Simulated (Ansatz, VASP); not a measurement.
# One calculation of Ca, two programs

```
Ca
1.0
    -2.28468    2.28468    2.28468
     2.28468   -2.28468    2.28468
     2.28468    2.28468   -2.28468
Ca
1
Direct
  0.00000 0.00000 0.00000
```

Alike in both runs: task relaxation of cell and atoms; functional PBE; k mesh 18 × 18 × 18; occupations gaussian, width 0.1 eV; no spin polarisation.

```csv
,VASP,Ansatz
version,VASP 6.6.1,Ansatz 0.2.0
potentials or method,"VASP PAW PBE potentials, release 64 (Ca_sv), cutoff 600 eV","scalar-relativistic, plane waves, PAW"
valence electrons in the cell,10,10
```

```csv
,VASP,Ansatz,Ansatz less VASP
"gap on the k mesh at the Fermi level, each at its own relaxed structure (eV)",none,none,-
relaxed volume (Å³/atom),42.21,42.15,-0.063
relaxed length of the cell vector where the two differ most in proportion (Å),3.799,3.797,-0.0019
```

A gap of «none» marks a metal or a gap that the smearing closes.
